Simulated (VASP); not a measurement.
# PbSe (F-43m) in VASP: notebook

The runs below take PbSe through single point, with PBE, LDA, r2SCAN.

Everything below comes from runs of VASP 6.6.1. Logs are shortened: lines on timing, memory, paths and dates and some standing lists are left out, and cuts for length are marked.

**1. The cell of the first run**

The structure is cubic, space group F-43m (No. 216). Conventional cell: a = 6.846 Å, b = 6.846 Å, c = 6.846 Å, α = 90.00°, β = 90.00°, γ = 90.00°. Pb (site symmetry -43m) has 4 Se at 2.96 Å within 3.9 Å. Se (site symmetry -43m) has 4 Pb at 2.96 Å within 3.9 Å.

**2. Single point, PBE**

INCAR

```
PREC     = Accurate       # precision mode
ENCUT    = 520            # plane-wave cutoff, eV
EDIFF    = 1E-6           # SCF threshold, eV
ISMEAR   = -1             # smearing method
SIGMA    = 0.02           # smearing width, eV
LREAL    = F              # projectors in reciprocal space
LASPH    = T              # aspherical terms in the spheres
NELM     = 80             # most SCF steps
ALGO     = Normal         # electronic algorithm
ISIF     = 2              # what is computed and relaxed
LWAVE    = F              # write WAVECAR
LCHARG   = F              # write CHGCAR
GGA      = PE             # functional
NBANDS   = 17             # bands
```

KPOINTS

```
Automatic mesh
0
Gamma
  6 6 6
```

POSCAR

```
PbSe
1.0
    0.0000000000      3.4232041378      3.4232041378
    3.4232041378      0.0000000000      3.4232041378
    3.4232041378      3.4232041378      0.0000000000
Pb Se
1 1
Direct
    0.0000000000      0.0000000000      0.0000000000
    0.2500000000      0.2500000000      0.2500000000
```

Potentials or basis: VASP PAW PBE potentials, release 64 (Pb_d, Se).

On the command line:

```sh
$ cat potpaw_PBE.64/Pb_d/POTCAR potpaw_PBE.64/Se/POTCAR > POTCAR
$ mpirun -np 1 vasp_std > vasp.out
```

OUTCAR:

```text
PREC = Accurate
   ENCUT = 520
   EDIFF = 1E-6
   ISMEAR = -1
   LREAL = F
   LASPH = T
   NELM = 80
   ISIF = 2
   GGA = PE

 ion  position               nearest neighbor table
   1  0.000  0.000  0.000-   2 2.96   2 2.96   2 2.96   2 2.96
   2  0.250  0.250  0.250-   1 2.96   1 2.96   1 2.96   1 2.96

  LATTYP: Found a face centered cubic cell.
 ALAT       =     6.8464082756

  Lattice vectors:

 A1 = (   0.0000000000,   3.4232041378,   3.4232041378)
 A2 = (   3.4232041378,   0.0000000000,   3.4232041378)
 A3 = (   3.4232041378,   3.4232041378,   0.0000000000)

Analysis of symmetry for initial positions (statically):
=====================================================================
 Subroutine PRICEL returns:
 Original cell was already a primitive cell.

 Routine SETGRP: Setting up the symmetry group for a
 face centered cubic supercell.

 Subroutine GETGRP returns: Found 24 space group operations
 (whereof 24 operations were pure point group operations)
 out of a pool of 48 trial point group operations.

The static configuration has the point symmetry T_d .

Analysis of symmetry for dynamics (positions and initial velocities):
=====================================================================
 Subroutine PRICEL returns:
 Original cell was already a primitive cell.

 Routine SETGRP: Setting up the symmetry group for a
 face centered cubic supercell.

 Subroutine GETGRP returns: Found 24 space group operations
 (whereof 24 operations were pure point group operations)
 out of a pool of 48 trial point group operations.

The dynamic configuration has the point symmetry T_d .

 Subroutine INISYM returns: Found 24 space group operations
 (whereof 24 operations are pure point group operations),
 and found     1 'primitive' translations

----------------------------------------------------------------------------------------

                                     Primitive cell

  volume of cell :      80.2284

  direct lattice vectors                    reciprocal lattice vectors
     0.000000000  3.423204138  3.423204138    -0.146061988  0.146061988  0.146061988
     3.423204138  0.000000000  3.423204138     0.146061988 -0.146061988  0.146061988
     3.423204138  3.423204138  0.000000000     0.146061988  0.146061988 -0.146061988

  length of vectors
     4.841141718  4.841141718  4.841141718     0.252986783  0.252986783  0.252986783

  position of ions in fractional coordinates (direct lattice)
     0.000000000  0.000000000  0.000000000
     0.250000000  0.250000000  0.250000000

  ion indices of the primitive-cell ions
   primitive index   ion index
                 1           1
                 2           2

----------------------------------------------------------------------------------------

 KPOINTS: Automatic mesh

Automatic generation of k-mesh.
 Grid dimensions read from file:
 generate k-points for:    6    6    6

 Generating k-lattice:

  Cartesian coordinates                     Fractional coordinates (reciprocal lattice)
    -0.024343665  0.024343665  0.024343665     0.166666667  0.000000000  0.000000000
     0.024343665 -0.024343665  0.024343665     0.000000000  0.166666667  0.000000000
     0.024343665  0.024343665 -0.024343665     0.000000000  0.000000000  0.166666667

  Length of vectors
     0.042164464  0.042164464  0.042164464

  Shift w.r.t. Gamma in fractional coordinates (k-lattice)
     0.000000000  0.000000000  0.000000000

 Subroutine IBZKPT returns following result:
 ===========================================

 Found     16 irreducible k-points:

 Following reciprocal coordinates:
            Coordinates               Weight
  0.000000  0.000000  0.000000      1.000000
  0.166667  0.000000  0.000000      8.000000
  0.333333  0.000000  0.000000      8.000000
  0.500000  0.000000  0.000000      4.000000
  0.166667  0.166667  0.000000      6.000000
  0.333333  0.166667  0.000000     24.000000
[... 8 lines left out ...]
 -0.333333  0.333333  0.166667     24.000000
 -0.333333  0.500000  0.166667     12.000000
   k-points           NKPTS =     16   k-points in BZ     NKDIM =     16   number of bands    NBANDS=     17
   number of dos      NEDOS =    301   number of ions     NIONS =      2
   total plane-waves  NPLWV =  46656
   dimension x,y,z NGX =    36 NGY =   36 NGZ =   36
   dimension x,y,z NGXF=    72 NGYF=   72 NGZF=   72
   ions per type =               1   1
   NGX,Y,Z   is equivalent  to a cutoff of  12.36, 12.36, 12.36 a.u.
   NGXF,Y,Z  is equivalent  to a cutoff of  24.72, 24.72, 24.72 a.u.
 SYSTEM =  unknown system
   PREC   = accura    normal or accurate (medium, high low for compatibility)
   ISTART =      0    job   : 0-new  1-cont  2-samecut
   ICHARG =      2    charge: 1-file 2-atom 10-const
   ISPIN  =      1    spin polarized calculation?
   LNONCOLLINEAR =      F non collinear calculations
   LSORBIT =      F    spin-orbit coupling
   LASPH  =      T    aspherical Exc in radial PAW
   ENCUT  =  520.0 eV  38.22 Ry    6.18 a.u.   9.00  9.00  9.00*2*pi/ulx,y,z
   NELM   =     80;   NELMIN=  2; NELMDL= -5     # of ELM steps
   EDIFF  = 0.1E-05   stopping-criterion for ELM
   LREAL  =      F    real-space projection
   EDIFFG = 0.1E-04   stopping-criterion for IOM
   NSW    =      0    number of steps for IOM
   IBRION =     -1    ionic relax: 0-MD 1-quasi-New 2-CG
   NFREE  =      0    steps in history (QN), initial steepest desc. (CG)
   ISIF   =      2    stress and relaxation
   ISYM   =      2    0-nonsym 1-usesym 2-fastsym
   POTIM  = 0.5000    time-step for ionic-motion
   TEBEG  =    0.0;   TEEND  =   0.0 temperature during run
   PSTRESS=    0.0 pullay stress
   NELECT =      20.0000    total number of electrons
   NUPDOWN=      -1.0000    fix difference up-down
   EMIN   =  10.00;   EMAX   =-10.00  energy-range for DOS
   EFERMI =   0.00;   METHOD = LEGACY
   ISMEAR =    -1;   SIGMA  =   0.02  broadening in eV -4-tet -1-fermi 0-gaus
   EFERMI_NEDOS =   21; number of points for ismear=-14 and -15
   IALGO  =     38    algorithm
   IMIX   =      4    mixing-type and parameters
     AMIX     =   0.40;   BMIX     =  1.00
     AMIX_MAG =   1.60;   BMIX_MAG =  1.00
  volume/ion in A,a.u.               =      40.11       270.70
  Fermi-wavevector in a.u.,A,eV,Ry     =   1.030328  1.947037 14.443606  1.061575
  Thomas-Fermi vector in A             =   2.164420
   LORBIT       =      0    0 simple, 1 ext, 2 COOP (PROOUT), +10 PAW based schemes
   GGA     = PE    functional components
   LHFCALC =     F    Hartree Fock is set to
   AEXX    =    0.0000 exact exchange contribution
   IVDW    =     0    specifies the selected vdW correction
   LEPSILON=     F    determine dielectric tensor
   LRPA    =     F    only Hartree local field effects (RPA)
 non-spin polarized calculation
  energy-cutoff  :      520.00
  volume of cell :       80.23
 maximum number of plane-waves:      2200
   NGX = 17   NGY = 17   NGZ = 17

 number of electron      20.0000005 magnetization

 Free energy of the ion-electron system (eV)
  ---------------------------------------------------
  ext. energy  EPLUGINS =         0.00000000
  ---------------------------------------------------
  free energy    TOTEN  =        -7.83451223 eV

  energy without entropy =       -7.83451223  energy(sigma->0) =       -7.83451223

 E-fermi :   2.6144     XC(G=0):  -7.7336

 val. band max:        2.2275803119   @ k =  -0.3333   0.5000   0.1667
 cond. band min:       2.9771794012   @ k =   0.5000   0.5000   0.0000
 fundamental gap:      0.7495990893
 Fermi energy:         2.6144132417

 k-point     1 :       0.0000    0.0000    0.0000
  band No.  band energies     occupation
      1     -14.4569      2.00000
      2     -14.4569      2.00000
      3     -14.4569      2.00000
      4     -14.4262      2.00000
      5     -14.4262      2.00000
      6     -10.4428      2.00000
[... 9 lines left out ...]
     16      10.5636      0.00000
     17      11.3748      0.00000

 k-point     2 :       0.1667    0.0000    0.0000
  band No.  band energies     occupation
      1     -14.4634      2.00000
      2     -14.4546      2.00000
      3     -14.4546      2.00000
      4     -14.4260      2.00000
      5     -14.4260      2.00000
      6     -10.3147      2.00000
[... 9 lines left out ...]
     16       9.8542      0.00000
     17      10.7737      0.00000

 k-point     3 :       0.3333    0.0000    0.0000
  band No.  band energies     occupation
      1     -14.4763      2.00000
      2     -14.4508      2.00000
      3     -14.4508      2.00000
      4     -14.4248      2.00000
      5     -14.4248      2.00000
      6     -10.0211      2.00000
[... 9 lines left out ...]
     16       9.9470      0.00000
     17      11.1470      0.00000

 k-point     4 :       0.5000    0.0000    0.0000
  band No.  band energies     occupation
      1     -14.4827      2.00000
      2     -14.4493      2.00000
      3     -14.4493      2.00000
      4     -14.4237      2.00000
      5     -14.4237      2.00000
      6      -9.8481      2.00000
[... 9 lines left out ...]
     16      10.7151      0.00000
     17      10.7151      0.00000
[... 183 lines left out ...]
      1     -14.4876      2.00000
      2     -14.4467      2.00000
      3     -14.4433      2.00000
      4     -14.4284      2.00000
      5     -14.4228      2.00000
      6      -9.8023      2.00000
[... 9 lines left out ...]
     16      11.1054      0.00000
     17      12.0335      0.00000

 k-point    15 :      -0.3333    0.3333    0.1667
  band No.  band energies     occupation
      1     -14.4905      2.00000
      2     -14.4468      2.00000
      3     -14.4412      2.00000
      4     -14.4275      2.00000
      5     -14.4235      2.00000
      6      -9.6752      2.00000
[... 9 lines left out ...]
     16      10.8993      0.00000
     17      12.0097      0.00000

 k-point    16 :      -0.3333    0.5000    0.1667
  band No.  band energies     occupation
      1     -14.4955      2.00000
      2     -14.4437      2.00000
      3     -14.4384      2.00000
      4     -14.4298      2.00000
      5     -14.4221      2.00000
      6      -9.6126      2.00000
[... 9 lines left out ...]
     16      11.6794      0.00000
     17      11.7201      0.00000

------------------------ aborting loop because EDIFF is reached ----------------------------------------

  FORCE on cell =-STRESS in cart. coord.  units (eV):
  Direction    XX          YY          ZZ          XY          YZ          ZX
  --------------------------------------------------------------------------------------
  -------------------------------------------------------------------------------------
  Total        0.3708532      0.3708532      0.3708532      0.0000000      0.0000000     -0.0000000
  in kB        7.4060090      7.4060090      7.4060090      0.0000000      0.0000000     -0.0000000
  external PRESSURE =       7.4060090 kB  Pullay stress =       0.0000000 kB

 VOLUME and BASIS-vectors are now :
 -----------------------------------------------------------------------------
  energy-cutoff  :      520.00
  volume of cell :       80.23
      direct lattice vectors                 reciprocal lattice vectors
     0.000000000  3.423204138  3.423204138    -0.146061988  0.146061988  0.146061988
     3.423204138  0.000000000  3.423204138     0.146061988 -0.146061988  0.146061988
     3.423204138  3.423204138  0.000000000     0.146061988  0.146061988 -0.146061988

 POSITION                                       TOTAL-FORCE (eV/Angst)
 -----------------------------------------------------------------------------------
      0.00000      0.00000      0.00000         0.000000      0.000000      0.000000
      1.71160      1.71160      1.71160        -0.000000     -0.000000     -0.000000
 -----------------------------------------------------------------------------------
    total drift:                                0.000000      0.000000      0.000000

  FREE ENERGIE OF THE ION-ELECTRON SYSTEM (eV)
  ---------------------------------------------------
  free  energy   TOTEN  =        -7.8345122318 eV

  energy  without entropy=       -7.8345122315  energy(sigma->0) =       -7.83451223
```

Run time: 12 s. Hardware: 1 thread of AMD EPYC 9R45 (Zen 5), shared host; peak memory 0.17 GiB.

What came out:

```yaml
Free_energy: -7.8345 eV
Pressure: 0.7 GPa
Band_gap_on_the_k_mesh: 0.75 eV (least direct gap 1.15 eV)
```

Levels at points of the mesh, in eV from the valence-band top:
```tsv
k point	band 8	band 9	band 10	band 11	band 12	band 13
(0.00, 0.00, 0.00)	-1.51	-1.51	-1.51	2.23	2.23	2.23
(0.50, 0.00, 0.00)	-2.04	-2.04	-1.89	2.99	2.99	3.77
(0.50, 0.50, 0.00)	-2.73	-2.73	-0.40	0.75	4.97	4.97
```

Caveat: the structure was generated, so it needn't be the stable form of PbSe; spin-orbit coupling is left out, which moves the levels of the heavy elements. A k mesh can miss the band edges.

(Continued in part 2 of 2.)
